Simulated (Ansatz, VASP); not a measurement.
## Two plane-wave programs on ScAl

The input POSCAR:

```
ScAl
1.0
    3.3703489700      0.0000000000      0.0000000000
    0.0000000000      3.3703489700      0.0000000000
    0.0000000000      0.0000000000      3.3703489700
Sc Al
1 1
Direct
    0.5000000000      0.5000000000      0.5927203690
    0.0000000000      0.0000000000      0.0000000000
```

Contents of INCAR.step1:

```
SYSTEM = ScAl
ALGO = Normal
EDIFF = 1E-4
ENCUT = 520
GGA = PE
ISMEAR = 0
LASPH = .TRUE.
LCHARG = .FALSE.
LREAL = .FALSE.
LWAVE = .TRUE.
NBANDS = 14
NELM = 80
PREC = Accurate
SIGMA = 0.15
```

INCAR.step2

```
SYSTEM = ScAl
ALGO = Normal
EDIFF = 1E-7
ENCUT = 520
ISIF = 2
ISMEAR = 0
ISTART = 1
LASPH = .TRUE.
LCHARG = .FALSE.
LMIXTAU = .TRUE.
LREAL = .FALSE.
LWAVE = .FALSE.
METAGGA = R2SCAN
NBANDS = 14
NELM = 80
PREC = Accurate
SIGMA = 0.15
```

KPOINTS

```
k-points
0
G
  14 14 14
  0 0 0
```

Input for Ansatz:

```yaml
crystal:
  lattice:
    - [3.37034897, 0.0, 0.0]
    - [0.0, 3.37034897, 0.0]
    - [0.0, 0.0, 3.37034897]
  atoms:
    - { symbol: Sc, position: [0.5, 0.5, 0.592720369] }
    - { symbol: Al, position: [0.0, 0.0, 0.0] }
basis:
  ecutwfc: 500
kpoints:
  mp_grid: { grid: [14, 14, 14] }
hamiltonian:
  xc: r2scan
scf:
  occupations: { method: gaussian, width: 0.15 }
output:
  forces: true
  stress: true
  eigenvalues: true
  write_density: true
  write_potential: true
  elf: true
  volumetric_format: npy
```

Change from the starting cell: all Sc atoms moved +0.312 Å, as atom 1 along Cartesian [0 0 1].

Alike in both runs: task single point; functional r2SCAN; k mesh 14 × 14 × 14; occupations gaussian, width 0.15 eV; no spin polarisation.

|  | VASP | Ansatz |
| --- | --- | --- |
| version | VASP 6.6.1 | Ansatz 0.2.0 |
| potentials or method | VASP PAW PBE potentials, release 64 (Sc_sv, Al), cutoff 520 eV | scalar-relativistic, plane waves, PAW |
| valence electrons in the cell | 14 | 14 |

Ansatz gave:

| Item | Value |
| --- | --- |
| gap on the k mesh at the Fermi level (eV) | none |
| pressure (GPa) | 2.6 |
| traceless stress, the component that is largest in VASP (GPa) | -1.20 |
| rms of the force components (eV/Å) | 0.951 |

Task: Estimate VASP's values.

Result: gap on the k mesh at the Fermi level (eV): none; pressure (GPa): 2.8; traceless stress, the component that is largest in VASP (GPa): -1.25; rms of the force components (eV/Å): 0.957.

VASP's potentials were made for PBE, not for r2SCAN. Atom by atom the forces differ by 0.006 eV/Å (rms over components). A gap of «none» marks a metal or a gap that the smearing closes.
